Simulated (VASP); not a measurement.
A run of VASP 6.6.1 is set up as follows.

INCAR

```
  PREC = Accurate
  ENCUT = 520
  EDIFF = 1E-7
  ISMEAR = 0
  SIGMA = 0.1
  LREAL = F
  LASPH = T
  NELM = 100
  ALGO = Normal
  ISIF = 2
  LWAVE = F
  LCHARG = T
  LDIPOL = T
  IDIPOL = 3
  DIPOL = 0.5 0.5 0.499
  GGA = PS
  LELF = T
  LVHAR = T
  LVACPOTAV = T
  NBANDS = 30
```

File KPOINTS:

```
Automatic mesh
0
Gamma
  9 9 1
```

The input POSCAR:

```
HfC
1.0
    3.2578677669      0.0000000000      0.0000000000
   -1.6289338835      2.8213962483      0.0000000000
    0.0000000000      0.0000000000     23.6500947320
Hf C
3 3
Direct
    0.3333333333      0.6666666667      0.3594065942
    0.0000000000      0.0000000000      0.4718813188
    0.6666666667      0.3333333333      0.5840432217
    0.6666666667      0.3333333333      0.4156439565
    0.3333333333      0.6666666667      0.5277648935
    0.0000000000      0.0000000000      0.6322953992
```

Potentials or basis: VASP PAW PBE potentials, release 64 (Hf_pv, C).

Launch:

```console
$ cat potpaw_PBE.64/Hf_pv/POTCAR potpaw_PBE.64/C/POTCAR > POTCAR
$ mpirun -np 1 vasp_std > vasp.out
```

**Question.** Predict the band gap on the k mesh.

**Answer.** Zero (bands 21 and 22 overlap by 0.41 eV).

**Question.** Estimate the largest force.

**Answer.** 1.549 eV/Å.

Forces in eV/Å, atoms in the order of the input:
```
Hf   0.000  0.000  1.549
Hf   0.000  0.000 -0.120
Hf   0.000  0.000 -0.046
C    0.000  0.000 -1.402
C    0.000  0.000 -0.031
C    0.000  0.000  0.050
```

Caveat: the PAW data sets were made with another functional, which shifts forces and pressure a little; spin-orbit coupling is left out, which moves the levels of the heavy elements.
